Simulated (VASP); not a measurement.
Set up this calculation in VASP 6.6.1, as the native input.

```yaml
Task: relaxation of cell and atoms
Functional: PBE
Potentials_or_basis: VASP PAW PBE potentials, release 64 (Cr_pv)
Cutoff: 600 eV
k_mesh: 6 × 6 × 6
Occupations: gaussian, width 0.1 eV
Spin: no spin polarisation
Dipole_correction: no
Further_INCAR_settings: ALGO = Normal; EDIFF = 1e-07; IBRION = 2; EDIFFG = -0.04; NSW = 90; ISIF = 3
```

The structure of Cr lies in POSCAR:

```
Cr
1.0
    2.5846343699     -1.6403315296      0.0000000000
    2.5846343699      1.6403315296      0.0000000000
   -1.8799854490      0.0000000000      3.5858537005
Cr
2
Direct
    0.0640000000      0.0640000000      0.1530000000
    0.9360000000      0.9360000000      0.8470000000
```

These files were run (other wordings do the same):

INCAR

```
PREC = Accurate
ENCUT = 600
EDIFF = 1E-7
ISMEAR = 0
SIGMA = 0.1
LREAL = False
LASPH = True
NELM = 80
ALGO = Normal
ISIF = 3
LWAVE = False
LCHARG = False
GGA = PE
IBRION = 2
NSW = 90
EDIFFG = -0.04
```

KPOINTS

```
regular mesh
0
Gamma
  6 6 6
```

Potentials or basis: VASP PAW PBE potentials, release 64 (Cr_pv).

Launch:

```console
$ cat potpaw_PBE.64/Cr_pv/POTCAR > POTCAR
$ mpirun -np 1 vasp_std > vasp.out
```

Results of the run:

| Quantity | Value |
| --- | --- |
| Relaxed volume | 11.78 Å³/atom |
| Relaxed cell | a = 2.726 Å, b = 2.726 Å, c = 4.734 Å, α = 117.37°, β = 117.37°, γ = 51.14° |
| Space group after relaxing (to 0.05 Å) | C2/m (No. 12) |
| Energy gained by relaxing | 15087.2 meV/atom |
| Ionic steps | 58 |
| Pressure after relaxing | 0.0 GPa |
| Largest force after relaxing | 0.022 eV/Å |
| Band gap on the k mesh | zero (band 12 reaches 11.54 eV, above the bottom of band 13 at 10.51 eV) |

Caveat: the k points lie up to 0.51 Å⁻¹ apart in the final cell; the volume moved by over 15 % at a fixed basis, so the end points are rough; the run has no spin polarisation, though such a crystal can be magnetic.

Wall time 23 min on 1 thread of Intel(R) Xeon(R) Platinum 8259CL CPU @ 2.50GHz (Skylake/Cascade Lake), with other jobs on the host, peak memory 0.2 GiB.
